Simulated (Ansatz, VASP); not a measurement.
# Cr: VASP beside Ansatz

INCAR

```
SYSTEM = Cr
PREC = Accurate
ENCUT = 520
EDIFF = 1E-7
ISMEAR = 0
SIGMA = 0.15
LREAL = .False.
LASPH = .True.
NELM = 80
ALGO = Fast
ISIF = 2
LWAVE = .False.
LCHARG = .True.
GGA = PS
LELF = .True.
LVHAR = .True.
NBANDS = 12
```

File KPOINTS:

```
regular mesh
0
Gamma
  24 24 24
  0 0 0
```

The input POSCAR:

```
Cr
1.0
   -0.3987540548      1.6637669183      1.6637669183
    1.6637669183     -0.3987540548      1.6637669183
    1.6637669183      1.6637669183     -0.3987540548
Cr
1
Direct
    0.0000000000      0.0000000000      0.0000000000
```

Input for Ansatz:

```yaml
crystal:
  lattice:
    - [-0.3987540548, 1.6637669183, 1.6637669183]
    - [1.6637669183, -0.3987540548, 1.6637669183]
    - [1.6637669183, 1.6637669183, -0.3987540548]
  atoms:
    - { symbol: Cr, position: [0.0, 0.0, 0.0] }
basis:
  ecutwfc: 420
kpoints:
  mp_grid: { grid: [24, 24, 24] }
hamiltonian:
  xc: pbesol
scf:
  occupations: { method: gaussian, width: 0.15 }
output:
  forces: true
  stress: true
  eigenvalues: true
```

Alike in both runs: task single point; functional PBEsol; k mesh 24 × 24 × 24; occupations gaussian, width 0.15 eV; no spin polarisation.

|  | VASP | Ansatz |
| --- | --- | --- |
| version | VASP 6.6.1 | Ansatz 0.2.0 |
| potentials or method | VASP PAW PBE potentials, release 64 (Cr_pv), cutoff 520 eV | scalar-relativistic, plane waves, PAW |
| valence electrons in the cell | 12 | 14 |

|  | VASP | Ansatz | Ansatz less VASP |
| --- | --- | --- | --- |
| gap on the k mesh at the Fermi level (eV) | none | none | - |
| pressure (GPa) | -13.8 | -13.5 | +0.38 |
| traceless stress, the component that is largest in VASP (GPa) | 10.32 | 10.52 | +0.199 |

VASP's potentials were made for PBE, not for PBEsol. A gap of «none» marks a metal or a gap that the smearing closes. VASP's potentials hold 12 valence electrons a cell and Ansatz's 14, so a difference there can come from the potentials and not from the codes.
